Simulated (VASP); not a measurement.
# Ga4As3N (Pm-3m) in VASP: a series of runs

The runs below take Ga4As3N through single point, relaxation of cell and atoms, with PBE.

Everything below comes from runs of VASP 6.6.1. Logs are shortened: lines on timing, memory, paths and dates and some standing lists are left out, and cuts for length are marked.

**1. The cell of the first run**

It takes space group Pm-3m (No. 221, cubic). Conventional cell: a = 5.195 Å, b = 5.195 Å, c = 5.195 Å, α = 90.00°, β = 90.00°, γ = 90.00°. Ga (site symmetry m-3m) has 6 As at 2.60 Å within 3.4 Å. Ga (site symmetry 4/mmm) has 4 As at 2.60 Å and 2 N at 2.60 Å within 3.4 Å. Within 3.4 Å of As (site symmetry 4/mmm) lie 6 Ga at 2.60 Å. N (site symmetry m-3m) has 6 Ga at 2.60 Å within 3.4 Å.

**2. Single point, PBE**

The input, INCAR:

```
SYSTEM = Ga4As3N
  PREC = Accurate
  ENCUT = 520
  EDIFF = 1E-7
  ISMEAR = 0
  SIGMA = 0.1
  LREAL = .False.
  LASPH = .True.
  NELM = 80
  ALGO = Normal
  ISIF = 2
  LWAVE = .False.
  LCHARG = .False.
  GGA = PE
  NBANDS = 46
```

The input, KPOINTS:

```
Automatic mesh
0
Gamma
  8 8 8
  0 0 0
```

The input, POSCAR:

```
Ga4As3N
1.0
    5.1950779898      0.0000000000      0.0000000000
    0.0000000000      5.1950779898      0.0000000000
    0.0000000000      0.0000000000      5.1950779898
Ga As N
4 3 1
Direct
    0.5000000000      0.5000000000      0.5000000000
    0.0000000000      0.5000000000      0.0000000000
    0.5000000000      0.0000000000      0.0000000000
    0.0000000000      0.0000000000      0.5000000000
    0.5000000000      0.0000000000      0.5000000000
    0.0000000000      0.5000000000      0.5000000000
    0.5000000000      0.5000000000      0.0000000000
    0.0000000000      0.0000000000      0.0000000000
```

Potentials or basis: VASP PAW PBE potentials, release 64 (Ga_d, As, N).

Started as:

```console
$ cat potpaw_PBE.64/Ga_d/POTCAR potpaw_PBE.64/As/POTCAR potpaw_PBE.64/N/POTCAR > POTCAR
$ mpirun -np 1 vasp_std > vasp.out
```

OUTCAR:

```text
SYSTEM = Ga4As3N
   PREC = Accurate
   ENCUT = 520
   EDIFF = 1E-7
   ISMEAR = 0
   LREAL = .False.
   LASPH = .True.
   NELM = 80
   ISIF = 2
   GGA = PE

 ion  position               nearest neighbor table
   1  0.500  0.500  0.500-   5 2.60   6 2.60   7 2.60   7 2.60   5 2.60   6 2.60
   2  0.000  0.500  0.000-   6 2.60   7 2.60   6 2.60   7 2.60
   3  0.500  0.000  0.000-   5 2.60   7 2.60   5 2.60   7 2.60
   4  0.000  0.000  0.500-   5 2.60   6 2.60   6 2.60   5 2.60
   5  0.500  0.000  0.500-   1 2.60   3 2.60   4 2.60   3 2.60   1 2.60   4 2.60
   6  0.000  0.500  0.500-   1 2.60   2 2.60   4 2.60   2 2.60   4 2.60   1 2.60
   7  0.500  0.500  0.000-   1 2.60   2 2.60   3 2.60   1 2.60   3 2.60   2 2.60
   8  0.000  0.000  0.000-

  LATTYP: Found a simple cubic cell.
 ALAT       =     5.1950779898

  Lattice vectors:

 A1 = (   5.1950779898,   0.0000000000,   0.0000000000)
 A2 = (   0.0000000000,   5.1950779898,   0.0000000000)
 A3 = (   0.0000000000,   0.0000000000,   5.1950779898)

Analysis of symmetry for initial positions (statically):
=====================================================================
 Subroutine PRICEL returns:
 Original cell was already a primitive cell.

 Routine SETGRP: Setting up the symmetry group for a
 simple cubic supercell.

 Subroutine GETGRP returns: Found 48 space group operations
 (whereof 48 operations were pure point group operations)
 out of a pool of 48 trial point group operations.

The static configuration has the point symmetry O_h .

Analysis of symmetry for dynamics (positions and initial velocities):
=====================================================================
 Subroutine PRICEL returns:
 Original cell was already a primitive cell.

 Routine SETGRP: Setting up the symmetry group for a
 simple cubic supercell.

 Subroutine GETGRP returns: Found 48 space group operations
 (whereof 48 operations were pure point group operations)
 out of a pool of 48 trial point group operations.

The dynamic configuration has the point symmetry O_h .

 Subroutine INISYM returns: Found 48 space group operations
 (whereof 48 operations are pure point group operations),
 and found     1 'primitive' translations

----------------------------------------------------------------------------------------

                                     Primitive cell

  volume of cell :     140.2091

  direct lattice vectors                    reciprocal lattice vectors
     5.195077990  0.000000000  0.000000000     0.192489892  0.000000000  0.000000000
[... 101 lines left out ...]
   NSW    =      0    number of steps for IOM
   IBRION =     -1    ionic relax: 0-MD 1-quasi-New 2-CG
   NFREE  =      0    steps in history (QN), initial steepest desc. (CG)
   ISIF   =      2    stress and relaxation
   ISYM   =      2    0-nonsym 1-usesym 2-fastsym
   POTIM  = 0.5000    time-step for ionic-motion
   TEBEG  =    0.0;   TEEND  =   0.0 temperature during run
   PSTRESS=    0.0 pullay stress
   NELECT =      72.0000    total number of electrons
   NUPDOWN=      -1.0000    fix difference up-down
   EMIN   =  10.00;   EMAX   =-10.00  energy-range for DOS
   EFERMI =   0.00;   METHOD = LEGACY
   ISMEAR =     0;   SIGMA  =   0.10  broadening in eV -4-tet -1-fermi 0-gaus
   EFERMI_NEDOS =   21; number of points for ismear=-14 and -15
   IALGO  =     38    algorithm
   IMIX   =      4    mixing-type and parameters
     AMIX     =   0.40;   BMIX     =  1.00
     AMIX_MAG =   1.60;   BMIX_MAG =  1.00
  volume/ion in A,a.u.               =      17.53       118.27
  Fermi-wavevector in a.u.,A,eV,Ry     =   1.310973  2.477379 23.383639  1.718649
  Thomas-Fermi vector in A             =   2.441466
   LORBIT       =      0    0 simple, 1 ext, 2 COOP (PROOUT), +10 PAW based schemes
   GGA     = PE    functional components
   LHFCALC =     F    Hartree Fock is set to
   AEXX    =    0.0000 exact exchange contribution
   IVDW    =     0    specifies the selected vdW correction
   LEPSILON=     F    determine dielectric tensor
   LRPA    =     F    only Hartree local field effects (RPA)
 non-spin polarized calculation
 Gauss-broadening in eV      SIGMA  =   0.10
  energy-cutoff  :      520.00
  volume of cell :      140.21
 maximum number of plane-waves:      3840
 NGX is ok and might be reduce to    40
   NGX = 19   NGY = 19   NGZ = 19

 number of electron      71.9999942 magnetization

 Free energy of the ion-electron system (eV)
  ---------------------------------------------------
  ext. energy  EPLUGINS =         0.00000000
  ---------------------------------------------------
  free energy    TOTEN  =       -31.48178879 eV

  energy without entropy =      -31.45287665  energy(sigma->0) =      -31.46733272

 E-fermi :   5.2652     XC(G=0): -10.8339

 val. band max:        5.2566788604   @ k =   0.2500   0.2500   0.2500
 cond. band min:       5.2687970025   @ k =   0.5000   0.5000   0.3750
 fundamental gap:      0.0121181421
 Fermi energy:         5.2651654191

 k-point     1 :       0.0000    0.0000    0.0000
  band No.  band energies     occupation
      1      -9.7481      2.00000
      2      -9.7481      2.00000
      3      -9.6119      2.00000
      4      -9.4981      2.00000
      5      -9.4981      2.00000
      6      -9.4981      2.00000
[... 1165 lines left out ...]
     45      10.3270      0.00000
     46      10.6443      0.00000

 [... further k-points ...]
[... 5 lines left out ...]
  --------------------------------------------------------------------------------------
  -------------------------------------------------------------------------------------
  Total        0.1987432      0.1987432      0.1987432      0.0000000     -0.0000000      0.0000000
  in kB        2.2710496      2.2710496      2.2710496      0.0000000     -0.0000000      0.0000000
  external PRESSURE =       2.2710496 kB  Pullay stress =       0.0000000 kB

 VOLUME and BASIS-vectors are now :
 -----------------------------------------------------------------------------
  energy-cutoff  :      520.00
  volume of cell :      140.21
      direct lattice vectors                 reciprocal lattice vectors
     5.195077990  0.000000000  0.000000000     0.192489892  0.000000000  0.000000000
     0.000000000  5.195077990  0.000000000     0.000000000  0.192489892  0.000000000
     0.000000000  0.000000000  5.195077990     0.000000000  0.000000000  0.192489892

 POSITION                                       TOTAL-FORCE (eV/Angst)
 -----------------------------------------------------------------------------------
      2.59754      2.59754      2.59754         0.000000      0.000000      0.000000
      0.00000      2.59754      0.00000         0.000000      0.000000      0.000000
      2.59754      0.00000      0.00000         0.000000      0.000000      0.000000
      0.00000      0.00000      2.59754         0.000000      0.000000      0.000000
      2.59754      0.00000      2.59754         0.000000      0.000000      0.000000
      0.00000      2.59754      2.59754         0.000000      0.000000      0.000000
      2.59754      2.59754      0.00000         0.000000      0.000000      0.000000
      0.00000      0.00000      0.00000         0.000000      0.000000      0.000000
 -----------------------------------------------------------------------------------
    total drift:                               -0.000000      0.000000     -0.000000

  FREE ENERGIE OF THE ION-ELECTRON SYSTEM (eV)
  ---------------------------------------------------
  free  energy   TOTEN  =       -31.4817887853 eV

  energy  without entropy=      -31.4528766483  energy(sigma->0) =      -31.46733272
```

stdout:

```text
POSCAR found type information on POSCAR GaAsN
 POSCAR found :  3 types and       8 ions
 scaLAPACK will be used
 LDA part: xc-table for (Slater+PW92), standard interpolation
 POSCAR, INCAR and KPOINTS ok, starting setup
 FFT: planning ... GRIDC
 FFT: planning ... GRID_SOFT
 FFT: planning ... GRID
 WAVECAR not read
 entering main loop
```

It took 3 min on 1 thread of Intel Xeon Platinum 8488C (Sapphire Rapids), shared host; peak memory 0.34 GiB.

Results:

```yaml
Free_energy: -31.4818 eV
Pressure: 0.2 GPa
Band_gap_on_the_k_mesh: zero (band 36 reaches 5.74 eV, above the bottom of band 37 at 4.16 eV)
```

Levels at points of the mesh, in eV from the Fermi level:
| k point | band 33 | band 34 | band 35 | band 36 | band 37 | band 38 | band 39 | band 40 |
| --- | --- | --- | --- | --- | --- | --- | --- | --- |
| (0.00, 0.00, 0.00) | -2.64 | -2.13 | -2.13 | -2.13 | -0.03 | -0.03 | -0.03 | 0.22 |
| (0.50, 0.00, 0.00) | -1.49 | -1.49 | -1.22 | -1.22 | 0.42 | 0.96 | 1.75 | 3.20 |
| (0.50, 0.50, 0.00) | -0.30 | -0.30 | -0.02 | 0.22 | 1.97 | 1.97 | 2.24 | 2.49 |
| (0.50, 0.50, 0.50) | 0.39 | 0.48 | 0.48 | 0.48 | 0.99 | 3.09 | 3.09 | 3.09 |

**3. Relaxation of cell and atoms, PBE**

This run uses another cell than the first one, of 19.51 Å³/atom, 1.113 times its volume.

The input, INCAR:

```
ALGO     = Normal         # electronic algorithm
EDIFF    = 1E-7           # SCF threshold, eV
EDIFFG   = -0.04          # ionic threshold
ENCUT    = 600            # plane-wave cutoff, eV
GGA      = PE             # functional
IBRION   = 2              # ionic algorithm
ISIF     = 3              # what is computed and relaxed
ISMEAR   = 0              # smearing method
LASPH    = True           # aspherical terms in the spheres
LCHARG   = False          # write CHGCAR
LREAL    = False          # projectors in reciprocal space
LWAVE    = False          # write WAVECAR
NELM     = 100            # most SCF steps
NSW      = 90             # ionic steps
PREC     = Accurate       # precision mode
SIGMA    = 0.1            # smearing width, eV
```

The input, KPOINTS:

```
k-points
0
Gamma
  4 4 4
```

Changes to POSCAR since step 2:

```diff
@@ -2,5 +2,5 @@
 1.0
-    5.1950779898      0.0000000000      0.0000000000
-    0.0000000000      5.1950779898      0.0000000000
-    0.0000000000      0.0000000000      5.1950779898
+    5.3842762500      0.0000000000      0.0000000000
+    0.0000000000      5.3842762500      0.0000000000
+    0.0000000000      0.0000000000      5.3842762500
 Ga As N
```

Potentials or basis: VASP PAW PBE potentials, release 64 (Ga_d, As, N).

Started as:

```console
$ cat potpaw_PBE.64/Ga_d/POTCAR potpaw_PBE.64/As/POTCAR potpaw_PBE.64/N/POTCAR > POTCAR
$ mpirun -np 1 vasp_std > vasp.out
```

Run time: 3.4 min. Hardware: 1 thread of Intel Xeon Platinum 8488C (Sapphire Rapids), shared host; peak memory 0.37 GiB.

Results (log left out):

```yaml
Free_energy: -31.3995 eV
Relaxed_volume: 17.47 Å³/atom
Relaxed_cell: a = 5.189 Å, b = 5.189 Å, c = 5.189 Å, α = 90.00°, β = 90.00°, γ = 90.00°
Space_group_after_relaxing_to_0.05_Å: Pm-3m (No. 221)
Energy_gained_by_relaxing: 44.8 meV/atom
Ionic_steps: 3
Pressure_after_relaxing: 0.0 GPa
Band_gap_on_the_k_mesh: zero (band 36 reaches 5.73 eV, above the bottom of band 37 at 4.89 eV)
```

The path:
| step | energy change (eV) | largest force (eV/Å) | pressure (GPa) | volume (Å³) |
| --- | --- | --- | --- | --- |
| 1 | 0.0000 | 0.0000 | -6.44 | 156.09 |
| 2 | -0.3576 | 0.0000 | 0.37 | 139.05 |
| 3 | -0.3583 | 0.0000 | -0.02 | 139.74 |

Final structure:
```
Ga As N
1.0
     5.18928    0.00000    0.00000
     0.00000    5.18928    0.00000
     0.00000    0.00000    5.18928
Ga As N
4 3 1
Direct
  0.50000 0.50000 0.50000
  0.00000 0.50000 0.00000
  0.50000 0.00000 0.00000
  0.00000 0.00000 0.50000
  0.50000 0.00000 0.50000
  0.00000 0.50000 0.50000
  0.50000 0.50000 0.00000
  0.00000 0.00000 0.00000
```

Levels at points of the mesh, in eV from the Fermi level:
```tsv
k point	band 32	band 33	band 34	band 35	band 36	band 37	band 38	band 39	band 40	band 41
(0.00, 0.00, 0.00)	-2.79	-2.79	-2.15	-2.15	-2.15	-0.05	-0.05	-0.05	0.16	4.03
(0.50, 0.00, 0.00)	-3.02	-1.61	-1.61	-1.20	-1.20	0.38	0.87	1.75	3.08	4.67
(0.50, 0.50, 0.00)	-2.23	-0.26	-0.26	-0.13	0.09	1.89	1.89	2.16	2.41	3.94
(0.50, 0.50, 0.50)	0.29	0.29	0.34	0.34	0.34	0.92	3.03	3.03	3.03	3.11
```

**4. Relaxation of cell and atoms, PBE**

This run uses another cell than the first one, of 17.44 Å³/atom, 0.995 times its volume.

The input, INCAR:

```
ALGO = Normal
EDIFF = 1E-6
EDIFFG = -0.01
ENCUT = 600
GGA = PE
IBRION = 2
ISIF = 3
ISMEAR = 0
LASPH = T
LCHARG = F
LREAL = F
LWAVE = F
NELM = 80
NSW = 100
PREC = Accurate
SIGMA = 0.1
```

The input, KPOINTS:

```
k-points
0
Gamma
  8 8 8
```

Changes to POSCAR since step 3:

```diff
@@ -2,5 +2,5 @@
 1.0
-    5.3842762500      0.0000000000      0.0000000000
-    0.0000000000      5.3842762500      0.0000000000
-    0.0000000000      0.0000000000      5.3842762500
+    5.1866443108      0.0000000000      0.0000000000
+    0.0000000000      5.1866443108      0.0000000000
+    0.0000000000      0.0000000000      5.1866443108
 Ga As N
```

Potentials or basis: VASP PAW PBE potentials, release 64 (Ga_d, As, N).

Started as:

```console
$ cat potpaw_PBE.64/Ga_d/POTCAR potpaw_PBE.64/As/POTCAR potpaw_PBE.64/N/POTCAR > POTCAR
$ mpirun -np 1 vasp_std > vasp.out
```

OUTCAR:

```text
EDIFF = 1E-6
   EDIFFG = -0.01
   ENCUT = 600
   GGA = PE
   IBRION = 2
   ISIF = 3
   ISMEAR = 0
   LASPH = T
   LREAL = F
   NELM = 80
   NSW = 100
   PREC = Accurate

 ion  position               nearest neighbor table
   1  0.500  0.500  0.500-   5 2.59   6 2.59   7 2.59   7 2.59   5 2.59   6 2.59
   2  0.000  0.500  0.000-   6 2.59   7 2.59   6 2.59   7 2.59
   3  0.500  0.000  0.000-   5 2.59   7 2.59   5 2.59   7 2.59
   4  0.000  0.000  0.500-   5 2.59   6 2.59   6 2.59   5 2.59
   5  0.500  0.000  0.500-   1 2.59   3 2.59   4 2.59   3 2.59   1 2.59   4 2.59
   6  0.000  0.500  0.500-   1 2.59   2 2.59   4 2.59   2 2.59   4 2.59   1 2.59
   7  0.500  0.500  0.000-   1 2.59   2 2.59   3 2.59   1 2.59   3 2.59   2 2.59
   8  0.000  0.000  0.000-

  LATTYP: Found a simple cubic cell.
 ALAT       =     5.1866443108

  Lattice vectors:

 A1 = (   5.1866443108,   0.0000000000,   0.0000000000)
 A2 = (   0.0000000000,   5.1866443108,   0.0000000000)
 A3 = (   0.0000000000,   0.0000000000,   5.1866443108)

Analysis of symmetry for initial positions (statically):
=====================================================================
 Subroutine PRICEL returns:
 Original cell was already a primitive cell.

 Routine SETGRP: Setting up the symmetry group for a
 simple cubic supercell.

 Subroutine GETGRP returns: Found 48 space group operations
 (whereof 48 operations were pure point group operations)
[... 184 lines left out ...]
  --------------------------------------------------------------------------------------
  -------------------------------------------------------------------------------------
  Total        0.4914334      0.4914334      0.4914334      0.0000000      0.0000000      0.0000000
  in kB        5.6430759      5.6430759      5.6430759      0.0000000      0.0000000      0.0000000
  external PRESSURE =       5.6430759 kB  Pullay stress =       0.0000000 kB
[... 71 lines left out ...]
--------------------------------------- Ionic step        3  -------------------------------------------

 number of electron      71.9999935 magnetization

 Free energy of the ion-electron system (eV)
  ---------------------------------------------------
  ext. energy  EPLUGINS =         0.00000000
  ---------------------------------------------------
  free energy    TOTEN  =       -31.48251840 eV

  energy without entropy =      -31.45355302  energy(sigma->0) =      -31.46803571

 E-fermi :   5.2436     XC(G=0): -10.8238

 val. band max:        5.2355199715   @ k =   0.2500   0.2500   0.2500
 cond. band min:       5.2472846172   @ k =   0.5000   0.5000   0.3750
 fundamental gap:      0.0117646457
 Fermi energy:         5.2436357195

 k-point     1 :       0.0000    0.0000    0.0000
  band No.  band energies     occupation
      1      -9.7657      2.00000
      2      -9.7657      2.00000
      3      -9.6303      2.00000
      4      -9.5176      2.00000
      5      -9.5176      2.00000
      6      -9.5176      2.00000
[... 1093 lines left out ...]
     42       9.2220      0.00000
     43       9.5011      0.00000

 [... further k-points ...]
[... 5 lines left out ...]
  --------------------------------------------------------------------------------------
  -------------------------------------------------------------------------------------
  Total       -0.0224918     -0.0224918     -0.0224918     -0.0000000     -0.0000000      0.0000000
  in kB       -0.2564723     -0.2564723     -0.2564723     -0.0000000     -0.0000000      0.0000000
  external PRESSURE =      -0.2564723 kB  Pullay stress =       0.0000000 kB
[... 23 lines left out ...]
  FREE ENERGIE OF THE ION-ELECTRON SYSTEM (eV)
  ---------------------------------------------------
  free  energy   TOTEN  =       -31.4825183973 eV

  energy  without entropy=      -31.4535530197  energy(sigma->0) =      -31.46803571

 reached required accuracy - stopping structural energy minimisation
```

Wall time 6.5 min (1 thread of Intel Xeon Platinum 8488C (Sapphire Rapids), shared host); peak memory 0.41 GiB.

What came out:

| Item | Value |
| --- | --- |
| Free energy | -31.4825 eV |
| Relaxed volume | 17.56 Å³/atom |
| Relaxed cell | a = 5.199 Å, b = 5.199 Å, c = 5.199 Å, α = 90.00°, β = 90.00°, γ = 90.00° |
| Space group after relaxing (to 0.05 Å) | Pm-3m (No. 221) |
| Energy gained by relaxing | 0.2 meV/atom |
| Ionic steps | 3 |
| Pressure after relaxing | 0.0 GPa |
| Band gap on the k mesh | zero (band 36 reaches 5.72 eV, above the bottom of band 37 at 4.14 eV) |

Step by step:
```
step  energy change (eV)  largest force (eV/Å)  pressure (GPa)  volume (Å³)
   1              0.0000                0.0000            0.56       139.53
   2             -0.0016                0.0000           -0.17       140.77
   3             -0.0017                0.0000           -0.03       140.51
```

Final structure:
```yaml
crystal:
  lattice:
    - [5.19874, 0.00000, 0.00000]
    - [0.00000, 5.19874, 0.00000]
    - [0.00000, 0.00000, 5.19874]
  atoms:
    - { symbol: Ga, position: [0.50000, 0.50000, 0.50000] }
    - { symbol: Ga, position: [0.00000, 0.50000, 0.00000] }
    - { symbol: Ga, position: [0.50000, 0.00000, 0.00000] }
    - { symbol: Ga, position: [0.00000, 0.00000, 0.50000] }
    - { symbol: As, position: [0.50000, 0.00000, 0.50000] }
    - { symbol: As, position: [0.00000, 0.50000, 0.50000] }
    - { symbol: As, position: [0.50000, 0.50000, 0.00000] }
    - { symbol: N, position: [0.00000, 0.00000, 0.00000] }
```

**5. Overview**

```csv
task,cell,k mesh,cutoff (eV),gap on the mesh (eV),pressure (GPa),relaxed volume (Å³/atom)
single point,"a = 5.195 Å, 8 atoms",8 × 8 × 8,520,none,0.2,-
relaxation of cell and atoms,"relaxed from a = 5.384 Å, 8 atoms",4 × 4 × 4,600,none,0.0,17.47
relaxation of cell and atoms,"relaxed from a = 5.187 Å, 8 atoms",8 × 8 × 8,600,none,0.0,17.56
```

Alike in all rows: level PBE; potentials or basis VASP PAW PBE potentials, release 64 (Ga_d, As, N); no spin polarisation; smearing gaussian 0.1 eV.

Absolute energies hang on the potentials; compare differences alone.
